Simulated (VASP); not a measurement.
# Pt (Fm-3m) in VASP: single point with PBE

Aim: the single point of Pt with PBE.

Program: VASP 6.6.1. These are calculated values, not measurements. Logs are shortened: lines on timing, memory, paths and dates and some standing lists are left out, and cuts for length are marked.

**1. The cell of the first run**

It takes space group Fm-3m (No. 225, cubic). Conventional cell: a = 3.957 Å, b = 3.957 Å, c = 3.957 Å, α = 90.00°, β = 90.00°, γ = 90.00°. Pt (site symmetry m-3m) has 12 Pt at 2.80 Å within 3.7 Å.

**2. Single point, PBE**

Input file INCAR:

```
  PREC = Accurate
  ENCUT = 520
  EDIFF = 1E-6
  ISMEAR = 1
  SIGMA = 0.21
  LREAL = F
  LASPH = T
  NELM = 100
  ALGO = Normal
  ISIF = 2
  LWAVE = F
  LCHARG = F
  GGA = PE
  NBANDS = 11
```

Input file KPOINTS:

```
Automatic mesh
0
Gamma
  15 15 15
```

Input file POSCAR:

```
Pt
1.0
    0.0000000000      1.9785200000      1.9785200000
    1.9785200000      0.0000000000      1.9785200000
    1.9785200000      1.9785200000      0.0000000000
Pt
1
Direct
    0.0000000000      0.0000000000      0.0000000000
```

Potentials or basis: VASP PAW PBE potentials, release 64 (Pt).

Launch:

```console
$ cat potpaw_PBE.64/Pt/POTCAR > POTCAR
$ mpirun -np 1 vasp_std > vasp.out
```

OUTCAR:

```text
PREC = Accurate
   ENCUT = 520
   EDIFF = 1E-6
   ISMEAR = 1
   LREAL = F
   LASPH = T
   NELM = 100
   ISIF = 2
   GGA = PE

 ion  position               nearest neighbor table
   1  0.000  0.000  0.000-

  LATTYP: Found a face centered cubic cell.
 ALAT       =     3.9570400000

  Lattice vectors:

 A1 = (   0.0000000000,   1.9785200000,   1.9785200000)
 A2 = (   1.9785200000,   0.0000000000,   1.9785200000)
 A3 = (   1.9785200000,   1.9785200000,   0.0000000000)

Analysis of symmetry for initial positions (statically):
=====================================================================
 Subroutine PRICEL returns:
 Original cell was already a primitive cell.

 Routine SETGRP: Setting up the symmetry group for a
 face centered cubic supercell.

 Subroutine GETGRP returns: Found 48 space group operations
 (whereof 48 operations were pure point group operations)
 out of a pool of 48 trial point group operations.

The static configuration has the point symmetry O_h .

Analysis of symmetry for dynamics (positions and initial velocities):
=====================================================================
 Subroutine PRICEL returns:
 Original cell was already a primitive cell.

 Routine SETGRP: Setting up the symmetry group for a
 face centered cubic supercell.

 Subroutine GETGRP returns: Found 48 space group operations
 (whereof 48 operations were pure point group operations)
 out of a pool of 48 trial point group operations.

The dynamic configuration has the point symmetry O_h .

 Subroutine INISYM returns: Found 48 space group operations
 (whereof 48 operations are pure point group operations),
 and found     1 'primitive' translations

----------------------------------------------------------------------------------------

                                     Primitive cell

  volume of cell :      15.4900

  direct lattice vectors                    reciprocal lattice vectors
     0.000000000  1.978520000  1.978520000    -0.252714150  0.252714150  0.252714150
     1.978520000  0.000000000  1.978520000     0.252714150 -0.252714150  0.252714150
     1.978520000  1.978520000  0.000000000     0.252714150  0.252714150 -0.252714150

  length of vectors
     2.798049817  2.798049817  2.798049817     0.437713748  0.437713748  0.437713748

  position of ions in fractional coordinates (direct lattice)
     0.000000000  0.000000000  0.000000000

  ion indices of the primitive-cell ions
   primitive index   ion index
                 1           1

----------------------------------------------------------------------------------------

 KPOINTS: Automatic mesh

Automatic generation of k-mesh.
 Grid dimensions read from file:
 generate k-points for:   15   15   15

 Generating k-lattice:

  Cartesian coordinates                     Fractional coordinates (reciprocal lattice)
    -0.016847610  0.016847610  0.016847610     0.066666667  0.000000000  0.000000000
     0.016847610 -0.016847610  0.016847610     0.000000000  0.066666667  0.000000000
     0.016847610  0.016847610 -0.016847610     0.000000000  0.000000000  0.066666667

  Length of vectors
     0.029180917  0.029180917  0.029180917

  Shift w.r.t. Gamma in fractional coordinates (k-lattice)
     0.000000000  0.000000000  0.000000000

 Subroutine IBZKPT returns following result:
 ===========================================

 Found    120 irreducible k-points:

 Following reciprocal coordinates:
            Coordinates               Weight
  0.000000  0.000000  0.000000      1.000000
  0.066667  0.000000  0.000000      8.000000
  0.133333  0.000000  0.000000      8.000000
  0.200000  0.000000  0.000000      8.000000
  0.266667  0.000000  0.000000      8.000000
  0.333333  0.000000  0.000000      8.000000
[... 16 lines left out ...]
  0.133333  0.133333  0.000000      6.000000
  0.200000  0.133333  0.000000     24.000000
 [... further k-points ...]
   k-points           NKPTS =    120   k-points in BZ     NKDIM =    120   number of bands    NBANDS=     11
   number of dos      NEDOS =    301   number of ions     NIONS =      1
   total plane-waves  NPLWV =  13824
   dimension x,y,z NGX =    24 NGY =   24 NGZ =   24
   dimension x,y,z NGXF=    48 NGYF=   48 NGZF=   48
   ions per type =               1
   NGX,Y,Z   is equivalent  to a cutoff of  14.26, 14.26, 14.26 a.u.
   NGXF,Y,Z  is equivalent  to a cutoff of  28.52, 28.52, 28.52 a.u.
 SYSTEM =  unknown system
   PREC   = accura    normal or accurate (medium, high low for compatibility)
   ISTART =      0    job   : 0-new  1-cont  2-samecut
   ICHARG =      2    charge: 1-file 2-atom 10-const
   ISPIN  =      1    spin polarized calculation?
   LNONCOLLINEAR =      F non collinear calculations
   LSORBIT =      F    spin-orbit coupling
   LASPH  =      T    aspherical Exc in radial PAW
   ENCUT  =  520.0 eV  38.22 Ry    6.18 a.u.   5.20  5.20  5.20*2*pi/ulx,y,z
   NELM   =    100;   NELMIN=  2; NELMDL= -5     # of ELM steps
   EDIFF  = 0.1E-05   stopping-criterion for ELM
   LREAL  =      F    real-space projection
   EDIFFG = 0.1E-04   stopping-criterion for IOM
   NSW    =      0    number of steps for IOM
   IBRION =     -1    ionic relax: 0-MD 1-quasi-New 2-CG
   NFREE  =      0    steps in history (QN), initial steepest desc. (CG)
   ISIF   =      2    stress and relaxation
   ISYM   =      2    0-nonsym 1-usesym 2-fastsym
   POTIM  = 0.5000    time-step for ionic-motion
   TEBEG  =    0.0;   TEEND  =   0.0 temperature during run
   PSTRESS=    0.0 pullay stress
   NELECT =      10.0000    total number of electrons
   NUPDOWN=      -1.0000    fix difference up-down
   EMIN   =  10.00;   EMAX   =-10.00  energy-range for DOS
   EFERMI =   0.00;   METHOD = LEGACY
   ISMEAR =     1;   SIGMA  =   0.21  broadening in eV -4-tet -1-fermi 0-gaus
   EFERMI_NEDOS =   21; number of points for ismear=-14 and -15
   IALGO  =     38    algorithm
   IMIX   =      4    mixing-type and parameters
     AMIX     =   0.40;   BMIX     =  1.00
     AMIX_MAG =   1.60;   BMIX_MAG =  1.00
  volume/ion in A,a.u.               =      15.49       104.53
  Fermi-wavevector in a.u.,A,eV,Ry     =   1.414896  2.673765 27.237904  2.001929
  Thomas-Fermi vector in A             =   2.536390
   LORBIT       =      0    0 simple, 1 ext, 2 COOP (PROOUT), +10 PAW based schemes
   GGA     = PE    functional components
   LHFCALC =     F    Hartree Fock is set to
   AEXX    =    0.0000 exact exchange contribution
   IVDW    =     0    specifies the selected vdW correction
   LEPSILON=     F    determine dielectric tensor
   LRPA    =     F    only Hartree local field effects (RPA)
 non-spin polarized calculation
 Methfessel and Paxton  Order N= 1 SIGMA  =   0.21
  energy-cutoff  :      520.00
  volume of cell :       15.49
 maximum number of plane-waves:       432
 NGX is ok and might be reduce to    24
   NGX = 11   NGY = 11   NGZ = 11

 number of electron      10.0000001 magnetization

 Free energy of the ion-electron system (eV)
  ---------------------------------------------------
  ext. energy  EPLUGINS =         0.00000000
  ---------------------------------------------------
  free energy    TOTEN  =        -6.09650622 eV

  energy without entropy =       -6.09526759  energy(sigma->0) =       -6.09609334

 E-fermi :  10.7699     XC(G=0): -13.3296

 val. band max:       10.7567329947   @ k =  -0.4667   0.2667   0.0667
 cond. band min:      10.7793412702   @ k =  -0.4667   0.2000   0.0000
 fundamental gap:      0.0226082755
 Fermi energy:        10.7699445972

 k-point     1 :       0.0000    0.0000    0.0000
  band No.  band energies     occupation
      1       0.8390      2.00000
      2       7.1335      2.00000
      3       7.1335      2.00000
      4       7.1335      2.00000
      5       9.1954      2.00000
      6       9.1954      2.00000
      7      25.4685      0.00000
      8      30.2836      0.00000
      9      30.2836      0.00000
     10      30.2836      0.00000
     11      35.5295      0.00000

 k-point     2 :       0.0667    0.0000    0.0000
  band No.  band energies     occupation
      1       1.0131      2.00000
      2       7.0579      2.00000
      3       7.2016      2.00000
      4       7.2016      2.00000
      5       9.1583      2.00000
      6       9.1583      2.00000
      7      25.7334      0.00000
      8      29.3691      0.00000
      9      30.5462      0.00000
     10      30.5462      0.00000
     11      36.4989      0.00000

 k-point     3 :       0.1333    0.0000    0.0000
  band No.  band energies     occupation
      1       1.5126      2.00000
      2       6.8782      2.00000
      3       7.3665      2.00000
      4       7.3665      2.00000
      5       9.0956      2.00000
      6       9.0956      2.00000
      7      26.4093      0.00000
      8      27.5884      0.00000
      9      31.2968      0.00000
     10      31.2968      0.00000
     11      36.4042      0.00000

 k-point     4 :       0.2000    0.0000    0.0000
  band No.  band energies     occupation
      1       2.2516      2.00000
      2       6.7351      2.00000
      3       7.4996      2.00000
      4       7.4996      2.00000
      5       9.1548      2.00000
      6       9.1548      2.00000
      7      25.5550      0.00000
      8      27.0908      0.00000
      9      32.3963      0.00000
     10      32.3963      0.00000
     11      34.4894      0.00000
[... 239 lines left out ...]
 k-point    22 :      -0.0667    0.0667    0.0000
  band No.  band energies     occupation
      1       1.2970      2.00000
      2       6.9188      2.00000
      3       7.2970      2.00000
      4       7.3414      2.00000
      5       8.9899      2.00000
      6       9.2290      2.00000
      7      26.1453      0.00000
      8      28.5304      0.00000
      9      30.3200      0.00000
     10      31.2730      0.00000
     11      37.0485      0.00000

 k-point    23 :       0.1333    0.1333    0.0000
  band No.  band energies     occupation
      1       1.7428      2.00000
      2       6.5814      2.00000
      3       7.6032      2.00000
      4       7.6032      2.00000
      5       8.5924      2.00000
      6       9.4297      2.00000
      7      26.8343      0.00000
      8      28.7388      0.00000
      9      30.1348      0.00000
     10      30.1348      0.00000
     11      37.9202      0.00000

 k-point    24 :       0.2000    0.1333    0.0000
  band No.  band energies     occupation
      1       2.3100      2.00000
      2       6.3385      2.00000
      3       7.7640      2.00000
      4       7.8335      2.00000
      5       8.4700      2.00000
      6       9.5594      2.00000
      7      27.3469      0.00000
      8      27.6402      0.00000
      9      29.9587      0.00000
     10      30.6136      0.00000
     11      35.5315      0.00000

 [... further k-points ...]
[... 5 lines left out ...]
  --------------------------------------------------------------------------------------
  -------------------------------------------------------------------------------------
  Total        0.1919233      0.1919233      0.1919233      0.0000000      0.0000000     -0.0000000
  in kB       19.8512065     19.8512065     19.8512065      0.0000000      0.0000000     -0.0000000
  external PRESSURE =      19.8512065 kB  Pullay stress =       0.0000000 kB

 VOLUME and BASIS-vectors are now :
 -----------------------------------------------------------------------------
  energy-cutoff  :      520.00
  volume of cell :       15.49
      direct lattice vectors                 reciprocal lattice vectors
     0.000000000  1.978520000  1.978520000    -0.252714150  0.252714150  0.252714150
     1.978520000  0.000000000  1.978520000     0.252714150 -0.252714150  0.252714150
     1.978520000  1.978520000  0.000000000     0.252714150  0.252714150 -0.252714150

 POSITION                                       TOTAL-FORCE (eV/Angst)
 -----------------------------------------------------------------------------------
      0.00000      0.00000      0.00000         0.000000     -0.000000      0.000000
 -----------------------------------------------------------------------------------
    total drift:                               -0.000000      0.000000     -0.000000

  FREE ENERGIE OF THE ION-ELECTRON SYSTEM (eV)
  ---------------------------------------------------
  free  energy   TOTEN  =        -6.0965062187 eV

  energy  without entropy=       -6.0952675927  energy(sigma->0) =       -6.09609334
```

Run time: 14 s. Hardware: 1 thread of Intel Xeon 6975P-C, shared host; peak memory 0.15 GiB.

What came out:

| Item | Value |
| --- | --- |
| Free energy | -6.0965 eV |
| Pressure | 2.0 GPa |
| Band gap on the k mesh | zero (band 5 reaches 11.18 eV, above the bottom of band 6 at 9.10 eV) |

Caveat: spin-orbit coupling is left out, which moves the levels of the heavy elements.
